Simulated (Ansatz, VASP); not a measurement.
# BeTe in VASP and in Ansatz

INCAR

```
SYSTEM = BeTe
PREC = Accurate ; ENCUT = 520
EDIFF = 1E-6 ; ISMEAR = -1
SIGMA = 0.05 ; LREAL = .FALSE.
LASPH = .TRUE. ; NELM = 100
ALGO = Normal ; ISIF = 2
LWAVE = .FALSE. ; LCHARG = .FALSE.
GGA = PE ; NBANDS = 11
```

The input KPOINTS:

```
Automatic mesh
0
G
  13 13 13
  0 0 0
```

The input POSCAR:

```
BeTe
1.0
    0.0000000000      2.8317972517      2.8317972517
    2.8317972517      0.0000000000      2.8317972517
    2.8317972517      2.8317972517      0.0000000000
Be Te
1 1
Direct
    0.0000000000      0.0000000000      0.0000000000
    0.2500000000      0.2500000000      0.2500000000
```

Input for Ansatz:

```yaml
crystal:
  lattice:
    - [0.0, 2.8317972517, 2.8317972517]
    - [2.8317972517, 0.0, 2.8317972517]
    - [2.8317972517, 2.8317972517, 0.0]
  atoms:
    - { symbol: Be, position: [0.0, 0.0, 0.0] }
    - { symbol: Te, position: [0.25, 0.25, 0.25] }
kpoints:
  mp_grid: { grid: [13, 13, 13] }
scf:
  occupations: { method: fermi_dirac, width: 0.05 }
hamiltonian:
  xc: pbe
  pseudopotentials: { kind: nc }
output:
  forces: true
  stress: true
  eigenvalues: true
```

Alike in both runs: task single point; functional PBE; k mesh 13 × 13 × 13; occupations fermi-dirac, width 0.05 eV; no spin polarisation.

|  | VASP | Ansatz |
| --- | --- | --- |
| version | VASP 6.6.1 | Ansatz 0.2.0 |
| potentials or method | VASP PAW PBE potentials, release 64 (Be, Te) | norm-conserving pseudopotentials, scalar-relativistic |
| plane-wave cutoff (eV) | 520 | 1800 |
| valence electrons in the cell | 8 | 20 |

```csv
,VASP,Ansatz,Ansatz less VASP
gap on the k mesh at the Fermi level (eV),2.03,2.04,+0.011
pressure (GPa),0.1,0.1,-0.08
```

The functional is the same, so the differences come from potentials, cutoffs and numerics. VASP's potentials hold 8 valence electrons a cell and Ansatz's 20, so a difference there can come from the potentials and not from the codes.

Neither program's run includes spin-orbit coupling.
